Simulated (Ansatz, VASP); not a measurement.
**HfN: VASP beside Ansatz**

File INCAR:

```
SYSTEM = HfN
PREC = Accurate ; ENCUT = 520
EDIFF = 1E-6 ; ISMEAR = 0
SIGMA = 0.15 ; LREAL = .False.
LASPH = .True. ; NELM = 80
ALGO = Normal ; ISIF = 2
LWAVE = .False. ; LCHARG = .False.
GGA = PE ; NBANDS = 14
```

KPOINTS

```
Automatic mesh
0
Gamma
  22 22 22
  0 0 0
```

POSCAR

```
HfN
1.0
    0.0000000000      2.2056796650      2.2056796650
    2.2738965619     -0.0682168969      2.2738965619
    2.2738965619      2.2738965619     -0.0682168969
Hf N
1 1
Direct
    0.0000000000      0.0000000000      0.0000000000
    0.5000000000      0.5000000000      0.5000000000
```

Input for Ansatz:

```yaml
crystal:
  lattice:
    - [0.0, 2.205679665, 2.205679665]
    - [2.2738965619, -0.0682168969, 2.2738965619]
    - [2.2738965619, 2.2738965619, -0.0682168969]
  atoms:
    - { symbol: Hf, position: [0.0, 0.0, 0.0] }
    - { symbol: "N", position: [0.5, 0.5, 0.5] }
basis:
  ecutwfc: 420
kpoints:
  mp_grid: { grid: [22, 22, 22] }
hamiltonian:
  xc: pbe
scf:
  occupations: { method: gaussian, width: 0.15 }
output:
  forces: true
  stress: true
  eigenvalues: true
```

Change from the starting cell: strain -0.0600 x Voigt [0, 0, 0, 1, 0, 0], atoms carried along.

Alike in both runs: task single point; functional PBE; k mesh 22 × 22 × 22; occupations gaussian, width 0.15 eV; no spin polarisation.

|  | VASP | Ansatz |
| --- | --- | --- |
| version | VASP 6.6.1 | Ansatz 0.2.0 |
| potentials or method | VASP PAW PBE potentials, release 64 (Hf_pv, N), cutoff 520 eV | scalar-relativistic, plane waves, PAW |
| valence electrons in the cell | 15 | 31 |

```csv
,VASP,Ansatz,Ansatz less VASP
gap on the k mesh at the Fermi level (eV),none,none,-
pressure (GPa),-2.0,0.3,+2.34
"traceless stress, the component that is largest in VASP (GPa)",7.31,7.18,-0.133
```

A gap of «none» marks a metal or a gap that the smearing closes. VASP's potentials hold 15 valence electrons a cell and Ansatz's 31, so a difference there can come from the potentials and not from the codes.

Spin-orbit coupling is off throughout.
